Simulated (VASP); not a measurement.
Set up this calculation in VASP 6.6.1, as the native input.

```
Task                   : single point
Functional             : PBE
Potentials or basis    : VASP PAW PBE potentials, release 64 (W_sv, Br)
Cutoff                 : 520 eV
k mesh                 : 4 × 4 × 4
Occupations            : gaussian, width 0.1 eV
Spin                   : collinear spin
Starting moments       : [1.96, 3.08, 0.03, 0.03, 0.04] μB
Dipole correction      : no
Further INCAR settings : ALGO = Normal; EDIFF = 1e-06; NBANDS = 36
```

The structure of W2Br3 lies in POSCAR:

```
W2Br3
1.0
    4.3962385100      0.0000000000      0.0000000000
    0.0000000000      4.3962385100      0.0000000000
    0.0000000000      0.0000000000      6.4751266700
W Br
2 3
Direct
    0.0000000000      0.0000000000      0.7211286400
    0.5000000000      0.5000000000      0.2898103300
    0.5000000000      0.0000000000      0.9934612500
    0.0000000000      0.5000000000      0.9934612500
    0.0000000000      0.0000000000      0.2721384500
```

The cell was built from a structure type or drawn by symmetry, and may not be a known phase.

One way to write it, as run:

INCAR

```
SYSTEM = W2Br3
ALGO = Normal ; EDIFF = 1E-6
ENCUT = 520 ; GGA = PE
ISIF = 2 ; ISMEAR = 0
ISPIN = 2 ; LASPH = .TRUE.
LCHARG = .FALSE. ; LMAXMIX = 4
LORBIT = 11 ; LREAL = .FALSE.
LWAVE = .FALSE. ; MAGMOM = 1.96 3.08 0.03 0.03 0.04
NBANDS = 36 ; NELM = 150
PREC = Accurate ; SIGMA = 0.1
```

KPOINTS

```
k-points
0
G
  4 4 4
  0 0 0
```

Potentials or basis: VASP PAW PBE potentials, release 64 (W_sv, Br).

The run is started by

```sh
$ cat potpaw_PBE.64/W_sv/POTCAR potpaw_PBE.64/Br/POTCAR > POTCAR
$ mpirun -np 1 vasp_std > vasp.out
```

Results of the run:

The pressure is 1.7 GPa and the largest force is 4.956 eV/Å. The net moment is 1.24 μB per cell. The site moments are W -2.21, +2.92; Br +0.06, +0.04 (each value once) μB and the valence electrons inside the program's atomic spheres are W 11.59, 11.65; Br 4.88, 4.83 (each value once).

Caveat: forces of over 1 eV/Å act on the atoms, so gaps and moduli don't describe the material at rest.

It took 2.9 min on 1 thread of Intel(R) Xeon(R) Platinum 8488C (Sapphire Rapids), with other jobs on the host, peak memory 0.35 GiB.
